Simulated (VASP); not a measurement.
A run of VASP 6.6.1 is set up as follows.

File POSCAR:

```
Cu
1.0
   -1.5149329860      1.5149329860      1.3072773775
    1.5149329860     -1.5149329860      1.3072773775
    1.5149329860      1.5149329860     -1.3072773775
Cu
1
Direct
    0.0000000000      0.0000000000      0.0000000000
```

File INCAR.step1:

```
PREC = Accurate ; ENCUT = 520
ISMEAR = 0 ; SIGMA = 0.15
LREAL = F ; LASPH = T
NELM = 100 ; NBANDS = 12
GGA = PE ; ALGO = Normal
EDIFF = 1E-4 ; LWAVE = T
LCHARG = F
```

The input INCAR.step2:

```
PREC = Accurate ; ENCUT = 520
EDIFF = 1E-6 ; ISMEAR = 0
SIGMA = 0.15 ; LREAL = F
LASPH = T ; NELM = 100
ALGO = Normal ; ISIF = 2
LWAVE = F ; LCHARG = F
METAGGA = R2SCAN ; LMIXTAU = T
NBANDS = 12 ; ISTART = 1
```

Contents of KPOINTS:

```
Automatic mesh
0
Gamma
  24 24 24
```

Potentials or basis: VASP PAW PBE potentials, release 64 (Cu).

The run is started by

```sh
$ cat potpaw_PBE.64/Cu/POTCAR > POTCAR
$ cp INCAR.step1 INCAR
$ mpirun -np 1 vasp_std > vasp.out
$ cp INCAR.step2 INCAR
$ mpirun -np 1 vasp_std > vasp.out
```

Q: Predict the pressure.

A: -5.1 GPa.

Q: Predict the band gap on the k mesh.

A: Zero (an odd number of electrons rules out a gap without spin polarisation).

Stress tensor (GPa, compression positive):
```
-6.09  0.00  0.00
 0.00 -6.09  0.00
 0.00  0.00 -3.13
```

Caveat: the cell differs from its parent crystal (strain +0.050 along x and y, -0.050 along z); the cell stands under tension; the PAW data sets were made with another functional, which shifts forces and pressure a little.
